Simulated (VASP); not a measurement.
# SrIn2Te2S2 (C2/m) in VASP: further runs

Runs on SrIn2Te2S2. Level: PBE. Tasks: single point.

Program: VASP 6.6.1. These are calculated values, not measurements. Logs are shortened: lines on timing, memory, paths and dates and some standing lists are left out, and cuts for length are marked.

**1. The cell of the first run**

The structure is monoclinic, space group C2/m (No. 12). Conventional cell: a = 13.016 Å, b = 5.496 Å, c = 7.103 Å, α = 90.00°, β = 118.94°, γ = 90.00°. Within 3.9 Å of Sr (site symmetry 2/m) lie 2 S at 2.99 Å and 4 Te at 3.38 Å. In (site symmetry m) has 3 S at 2.49 to 2.78 Å and 2 Te at 2.86 to 2.87 Å within 3.3 Å. Te (site symmetry m) has 3 In at 2.86 to 4.31 Å and 2 Sr at 3.38 Å and 4 Te at 3.92 to 4.46 Å and 5 S at 4.09 to 4.25 Å within 4.5 Å. S (site symmetry m) has 3 In at 2.49 to 2.78 Å and 1 Sr at 2.99 Å within 3.3 Å.

The cell was built from a structure type or drawn by symmetry, and may not be a known phase.

**2. Single point, PBE**

INCAR

```
ALGO = Normal
EDIFF = 1E-6
ENCUT = 520
GGA = PE
ISIF = 2
ISMEAR = 0
LASPH = T
LCHARG = T
LELF = T
LREAL = F
LVHAR = T
LWAVE = F
NBANDS = 39
NELM = 100
PREC = Accurate
SIGMA = 0.15
```

KPOINTS

```
k-points
0
Gamma
  3 3 2
```

POSCAR

```
SrIn2Te2S2
1.0
    6.8904275751     -2.7478134103      0.7686878238
    6.8904275751      2.7478134103      0.7686878238
   -4.6722808039      0.0000000000      5.3498913959
Sr In Te S
1 2 2 2
Direct
    0.0000000000      0.0000000000      0.0000000000
    0.6389293938      0.6389293938      0.7814296939
    0.3610706062      0.3610706062      0.2185703061
    0.4040002623      0.4040002623      0.6638025532
    0.5959997377      0.5959997377      0.3361974468
    0.8373325450      0.8373325450      0.1484832597
    0.1626674550      0.1626674550      0.8515167403
```

Potentials or basis: VASP PAW PBE potentials, release 64 (Sr_sv, In_d, Te, S).

On the command line:

```sh
cat potpaw_PBE.64/Sr_sv/POTCAR potpaw_PBE.64/In_d/POTCAR potpaw_PBE.64/Te/POTCAR potpaw_PBE.64/S/POTCAR > POTCAR
mpirun -np 1 vasp_std > vasp.out
```

OUTCAR:

```text
EDIFF = 1E-6
   ENCUT = 520
   GGA = PE
   ISIF = 2
   ISMEAR = 0
   LASPH = T
   LREAL = F
   NELM = 100
   PREC = Accurate

 ion  position               nearest neighbor table
   1  0.000  0.000  0.000-   6 2.99   7 2.99   5 3.38   5 3.38   4 3.38   4 3.38   3 4.13   2 4.13
                             3 4.13   2 4.13   2 4.31   3 4.31
   2  0.639  0.639  0.781-   6 2.49   7 2.78   7 2.78   4 2.86   5 2.87   3 3.64   3 3.97   3 3.97
                             1 4.13   1 4.13   1 4.31
   3  0.361  0.361  0.219-   7 2.49   6 2.78   6 2.78   5 2.86   4 2.87   2 3.64   2 3.97   2 3.97
                             1 4.13   1 4.13   1 4.31
   4  0.404  0.404  0.664-   2 2.86   3 2.87   1 3.38   1 3.38
   5  0.596  0.596  0.336-   3 2.86   2 2.87   1 3.38   1 3.38
   6  0.837  0.837  0.148-   2 2.49   3 2.78   3 2.78   1 2.99
   7  0.163  0.163  0.852-   3 2.49   2 2.78   2 2.78   1 2.99

  Warning from LATTYP: Got some problem with cell dimensions!
  Tried to take original basis but could not verify dimensions!
  LATTYP: Found a base centered monoclinic cell.
 ALAT       =    13.0164798262
 B/A-ratio  =     0.4222053039
 C/A-ratio  =     0.5456871026
 COS(beta)  =    -0.4839091425

  Lattice vectors:

 A1 = (  -2.2181467712,   2.7478134103,  -6.1185792197)
 A2 = (  -2.2181467712,  -2.7478134103,  -6.1185792197)
 A3 = (  -4.6722808039,   0.0000000000,   5.3498913959)

Analysis of symmetry for initial positions (statically):
=====================================================================
 Subroutine PRICEL returns:
 Original cell was already a primitive cell.

 Routine SETGRP: Setting up the symmetry group for a
 base centered monoclinic supercell.

 Subroutine GETGRP returns: Found  4 space group operations
 (whereof  4 operations were pure point group operations)
 out of a pool of  4 trial point group operations.

The static configuration has the point symmetry C_2h.

Analysis of symmetry for dynamics (positions and initial velocities):
=====================================================================
 Subroutine PRICEL returns:
 Original cell was already a primitive cell.

 Routine SETGRP: Setting up the symmetry group for a
 base centered monoclinic supercell.

 Subroutine GETGRP returns: Found  4 space group operations
 (whereof  4 operations were pure point group operations)
 out of a pool of  4 trial point group operations.

The dynamic configuration has the point symmetry C_2h.

 Subroutine INISYM returns: Found  4 space group operations
 (whereof  4 operations are pure point group operations),
 and found     1 'primitive' translations

----------------------------------------------------------------------------------------

                                     Primitive cell

  volume of cell :     222.3232

  direct lattice vectors                    reciprocal lattice vectors
     6.890427575 -2.747813410  0.768687824     0.066122222 -0.181962865  0.057747264
     6.890427575  2.747813410  0.768687824     0.066122222  0.181962865  0.057747264
    -4.672280804  0.000000000  5.349891396    -0.019001263  0.000000000  0.170325096

  length of vectors
     7.457838271  7.457838271  7.102925162     0.202033113  0.202033113  0.171381697

  position of ions in fractional coordinates (direct lattice)
     0.000000000  0.000000000  0.000000000
     0.638929394  0.638929394  0.781429694
     0.361070606  0.361070606  0.218570306
     0.404000262  0.404000262  0.663802553
     0.595999738  0.595999738  0.336197447
     0.837332545  0.837332545  0.148483260
     0.162667455  0.162667455  0.851516740

  ion indices of the primitive-cell ions
   primitive index   ion index
                 1           1
                 2           2
                 3           3
                 4           4
                 5           5
                 6           6
                 7           7

----------------------------------------------------------------------------------------

 KPOINTS: k-points

Automatic generation of k-mesh.
 Grid dimensions read from file:
 generate k-points for:    3    3    2

 Generating k-lattice:

  Cartesian coordinates                     Fractional coordinates (reciprocal lattice)
     0.022040741 -0.060654288  0.019249088     0.333333333 -0.000000000  0.000000000
     0.022040741  0.060654288  0.019249088    -0.000000000  0.333333333  0.000000000
    -0.009500632  0.000000000  0.085162548     0.000000000  0.000000000  0.500000000

  Length of vectors
     0.067344371  0.067344371  0.085690849

  Shift w.r.t. Gamma in fractional coordinates (k-lattice)
     0.000000000  0.000000000  0.000000000

 Subroutine IBZKPT returns following result:
 ===========================================

 Found      8 irreducible k-points:

 Following reciprocal coordinates:
            Coordinates               Weight
  0.000000  0.000000  0.000000      1.000000
  0.333333 -0.000000  0.000000      4.000000
  0.333333  0.333333  0.000000      2.000000
 -0.333333  0.333333  0.000000      2.000000
  0.000000  0.000000  0.500000      1.000000
  0.333333 -0.000000  0.500000      4.000000
  0.333333  0.333333  0.500000      2.000000
 -0.333333  0.333333  0.500000      2.000000
   k-points           NKPTS =      8   k-points in BZ     NKDIM =      8   number of bands    NBANDS=     39
   number of dos      NEDOS =    301   number of ions     NIONS =      7
   total plane-waves  NPLWV = 169344
   dimension x,y,z NGX =    56 NGY =   56 NGZ =   54
   dimension x,y,z NGXF=   112 NGYF=  112 NGZF=  108
   ions per type =               1   2   2   2
   NGX,Y,Z   is equivalent  to a cutoff of  12.48, 12.48, 12.64 a.u.
   NGXF,Y,Z  is equivalent  to a cutoff of  24.97, 24.97, 25.28 a.u.
 SYSTEM =  unknown system
   PREC   = accura    normal or accurate (medium, high low for compatibility)
   ISTART =      0    job   : 0-new  1-cont  2-samecut
   ICHARG =      2    charge: 1-file 2-atom 10-const
   ISPIN  =      1    spin polarized calculation?
   LNONCOLLINEAR =      F non collinear calculations
   LSORBIT =      F    spin-orbit coupling
   LASPH  =      T    aspherical Exc in radial PAW
   ENCUT  =  520.0 eV  38.22 Ry    6.18 a.u.  13.87 13.87 13.21*2*pi/ulx,y,z
   NELM   =    100;   NELMIN=  2; NELMDL= -5     # of ELM steps
   EDIFF  = 0.1E-05   stopping-criterion for ELM
   LREAL  =      F    real-space projection
   EDIFFG = 0.1E-04   stopping-criterion for IOM
   NSW    =      0    number of steps for IOM
   IBRION =     -1    ionic relax: 0-MD 1-quasi-New 2-CG
   NFREE  =      0    steps in history (QN), initial steepest desc. (CG)
   ISIF   =      2    stress and relaxation
   ISYM   =      2    0-nonsym 1-usesym 2-fastsym
   POTIM  = 0.5000    time-step for ionic-motion
   TEBEG  =    0.0;   TEEND  =   0.0 temperature during run
   PSTRESS=    0.0 pullay stress
   NELECT =      60.0000    total number of electrons
   NUPDOWN=      -1.0000    fix difference up-down
   EMIN   =  10.00;   EMAX   =-10.00  energy-range for DOS
   EFERMI =   0.00;   METHOD = LEGACY
   ISMEAR =     0;   SIGMA  =   0.15  broadening in eV -4-tet -1-fermi 0-gaus
   EFERMI_NEDOS =   21; number of points for ismear=-14 and -15
   IALGO  =     38    algorithm
   IMIX   =      4    mixing-type and parameters
     AMIX     =   0.40;   BMIX     =  1.00
     AMIX_MAG =   1.60;   BMIX_MAG =  1.00
  volume/ion in A,a.u.               =      31.76       214.33
  Fermi-wavevector in a.u.,A,eV,Ry     =   1.057946  1.999229 15.228328  1.119251
  Thomas-Fermi vector in A             =   2.193238
   LORBIT       =      0    0 simple, 1 ext, 2 COOP (PROOUT), +10 PAW based schemes
   GGA     = PE    functional components
   LHFCALC =     F    Hartree Fock is set to
   AEXX    =    0.0000 exact exchange contribution
   IVDW    =     0    specifies the selected vdW correction
   LEPSILON=     F    determine dielectric tensor
   LRPA    =     F    only Hartree local field effects (RPA)
 non-spin polarized calculation
 Gauss-broadening in eV      SIGMA  =   0.15
  energy-cutoff  :      520.00
  volume of cell :      222.32
 maximum number of plane-waves:      6013
   NGX = 27   NGY = 27   NGZ = 27

 number of electron      60.0000003 magnetization

 Free energy of the ion-electron system (eV)
  ---------------------------------------------------
  ext. energy  EPLUGINS =         0.00000000
  ---------------------------------------------------
  free energy    TOTEN  =       -26.90834983 eV

  energy without entropy =      -26.90834983  energy(sigma->0) =      -26.90834983

 E-fermi :   3.9907     XC(G=0):  -8.6232

 val. band max:        3.2458745369   @ k =   0.0000   0.0000   0.0000
 cond. band min:       4.7134816400   @ k =   0.3333   0.3333   0.5000
 fundamental gap:      1.4676071031
 Fermi energy:         3.9907024060

 k-point     1 :       0.0000    0.0000    0.0000
  band No.  band energies     occupation
      1     -31.2683      2.00000
      2     -13.3436      2.00000
      3     -13.3144      2.00000
      4     -13.2693      2.00000
      5     -10.8292      2.00000
      6     -10.7700      2.00000
[... 31 lines left out ...]
     38       8.5570      0.00000
     39       9.2384      0.00000

 k-point     2 :       0.3333   -0.0000    0.0000
  band No.  band energies     occupation
      1     -31.2681      2.00000
      2     -13.3399      2.00000
      3     -13.3361      2.00000
      4     -13.2677      2.00000
      5     -10.7825      2.00000
      6     -10.7303      2.00000
[... 31 lines left out ...]
     38       8.7447      0.00000
     39       8.8662      0.00000

 k-point     3 :       0.3333    0.3333    0.0000
  band No.  band energies     occupation
      1     -31.2683      2.00000
      2     -13.3445      2.00000
      3     -13.3145      2.00000
      4     -13.2715      2.00000
      5     -10.8895      2.00000
      6     -10.7464      2.00000
[... 160 lines left out ...]
 k-point     7 :       0.3333    0.3333    0.5000
  band No.  band energies     occupation
      1     -31.2683      2.00000
      2     -13.3438      2.00000
      3     -13.3145      2.00000
      4     -13.2726      2.00000
      5     -10.8601      2.00000
      6     -10.7563      2.00000
[... 31 lines left out ...]
     38       8.6166      0.00000
     39       8.9750      0.00000

 k-point     8 :      -0.3333    0.3333    0.5000
  band No.  band energies     occupation
      1     -31.2681      2.00000
      2     -13.3396      2.00000
      3     -13.3360      2.00000
      4     -13.2696      2.00000
      5     -10.7579      2.00000
      6     -10.7480      2.00000
[... 31 lines left out ...]
     38       8.5576      0.00000
     39       9.0102      0.00000

------------------------ aborting loop because EDIFF is reached ----------------------------------------

  FORCE on cell =-STRESS in cart. coord.  units (eV):
  Direction    XX          YY          ZZ          XY          YZ          ZX
  --------------------------------------------------------------------------------------
  -------------------------------------------------------------------------------------
  Total        1.0051815      0.9982568     -0.0597559      0.0000000      0.0000000      0.0378667
  in kB        7.2438643      7.1939611     -0.4306325      0.0000000      0.0000000      0.2728871
  external PRESSURE =       4.6690643 kB  Pullay stress =       0.0000000 kB

 VOLUME and BASIS-vectors are now :
 -----------------------------------------------------------------------------
  energy-cutoff  :      520.00
  volume of cell :      222.32
      direct lattice vectors                 reciprocal lattice vectors
     6.890427575 -2.747813410  0.768687824     0.066122222 -0.181962865  0.057747264
     6.890427575  2.747813410  0.768687824     0.066122222  0.181962865  0.057747264
    -4.672280804  0.000000000  5.349891396    -0.019001263  0.000000000  0.170325096

 POSITION                                       TOTAL-FORCE (eV/Angst)
 -----------------------------------------------------------------------------------
      0.00000      0.00000      0.00000         0.000000      0.000000      0.000000
      5.15393      0.00000      5.16284         0.055785      0.000000      0.044042
      3.95464      0.00000      1.72443        -0.055785      0.000000     -0.044042
      2.46600      0.00000      4.17237        -0.060278      0.000000      0.018219
      6.64258      0.00000      2.71490         0.060278      0.000000     -0.018219
     10.84540      0.00000      2.08166         0.029736      0.000000     -0.046479
     -1.73683      0.00000      4.80560        -0.029736      0.000000      0.046479
 -----------------------------------------------------------------------------------
    total drift:                                0.000000      0.000000      0.000000

  FREE ENERGIE OF THE ION-ELECTRON SYSTEM (eV)
  ---------------------------------------------------
  free  energy   TOTEN  =       -26.9083498287 eV

  energy  without entropy=      -26.9083498287  energy(sigma->0) =      -26.90834983
```

It took 2.2 min on 1 thread of Intel Xeon Platinum 8375C at 2.90GHz (Ice Lake), shared host; peak memory 0.45 GiB.

Results:

* Free energy: -26.9083 eV
* Pressure: 0.5 GPa
* Largest force: 0.071 eV/Å
* Band gap on the k mesh: 1.47 eV (least direct gap 1.64 eV)

Forces on the atoms (eV/Å):
```
Sr   0.000  0.000  0.000
In   0.056  0.000  0.044
In  -0.056  0.000 -0.044
Te  -0.060  0.000  0.018
Te   0.060  0.000 -0.018
S    0.030  0.000 -0.046
S   -0.030  0.000  0.046
```

Levels at points of the mesh, in eV from the valence-band top:
```csv
k point,band 27,band 28,band 29,band 30,band 31,band 32,band 33,band 34
"(0.00, 0.00, 0.00)",-1.02,-0.40,-0.05,0.00,1.64,2.59,4.15,4.53
"(0.00, 0.00, 0.50)",-0.81,-0.77,-0.65,-0.27,1.54,2.14,3.43,4.46
```

Caveat: the k points lie up to 0.45 Å⁻¹ apart; spin-orbit coupling is left out, which moves the levels of the heavy elements; an odd mesh through Γ misses points on the zone boundary, where band edges can lie.

**3. Single point, PBE**

This run uses another cell than the first one, of 32.65 Å³/atom.

INCAR

```
PREC = Accurate
ENCUT = 520
EDIFF = 1E-6
ISMEAR = 0
SIGMA = 0.1
LREAL = F
LASPH = T
NELM = 100
ALGO = Normal
ISIF = 2
LWAVE = F
LCHARG = T
GGA = PE
LELF = T
LVHAR = T
NBANDS = 39
```

KPOINTS

```
regular mesh
0
Gamma
  4 4 2
```

POSCAR

```
SrIn2Te2S2
1.0
    0.0000000000     -5.5370067980      0.0000000000
   -6.5162686975      2.7685033990     -0.0797895793
    3.3652050843      0.0000000000     -6.2935668885
Sr In Te S
1 2 2 2
Direct
    0.0000000000      0.0000000000      0.0000000000
    0.3605637453      0.7211274906      0.5042386445
    0.6394362547      0.2788725094      0.4957613555
    0.5924619295      0.1849238589      0.8497322200
    0.4075380705      0.8150761411      0.1502677800
    0.1605511827      0.3211023655      0.4616923469
    0.8394488173      0.6788976345      0.5383076531
```

Potentials or basis: VASP PAW PBE potentials, release 64 (Sr_sv, In_d, Te, S).

On the command line:

```sh
cat potpaw_PBE.64/Sr_sv/POTCAR potpaw_PBE.64/In_d/POTCAR potpaw_PBE.64/Te/POTCAR potpaw_PBE.64/S/POTCAR > POTCAR
mpirun -np 1 vasp_std > vasp.out
```

It took 3.2 min on 1 thread of Intel Xeon Platinum 8375C at 2.90GHz (Ice Lake), shared host; peak memory 0.42 GiB.

The run converged. Its results:

```yaml
Free_energy: -26.9411 eV
Pressure: 0.0 GPa
Largest_force: 0.071 eV/Å
Band_gap_on_the_k_mesh: 1.32 eV (least direct gap 1.66 eV)
```

Forces on the atoms (eV/Å):
```
Sr   0.000  0.000  0.000
In   0.016  0.000 -0.022
In  -0.016  0.000  0.022
Te   0.069  0.000  0.019
Te  -0.069  0.000 -0.019
S   -0.002  0.000 -0.010
S    0.002  0.000  0.010
```

Stress tensor (GPa, compression positive):
```
-0.14  0.00 -0.10
 0.00  0.01  0.00
-0.10  0.00  0.08
```

Levels at points of the mesh, in eV from the valence-band top:
```csv
k point,band 26,band 27,band 28,band 29,band 30,band 31,band 32,band 33,band 34,band 35
"(0.00, 0.00, 0.00)",-1.12,-1.03,-0.48,-0.12,-0.10,1.56,2.45,4.07,4.45,4.62
"(0.50, 0.00, 0.00)",-1.00,-0.83,-0.46,-0.39,-0.33,2.63,2.91,3.77,4.16,4.34
"(0.00, 0.50, 0.00)",-1.04,-1.03,-0.71,-0.68,-0.66,1.49,1.81,3.65,4.12,4.62
"(0.00, 0.00, 0.50)",-1.15,-0.90,-0.62,-0.61,-0.47,1.55,2.71,3.60,4.08,4.09
"(0.50, 0.00, 0.50)",-1.06,-0.82,-0.81,-0.40,0.00,2.29,2.96,3.46,3.48,4.10
"(0.00, 0.50, 0.50)",-1.25,-0.94,-0.79,-0.71,-0.29,1.50,2.12,3.46,4.43,4.45
```

Caveat: the k points lie up to 0.44 Å⁻¹ apart; spin-orbit coupling is left out, which moves the levels of the heavy elements.
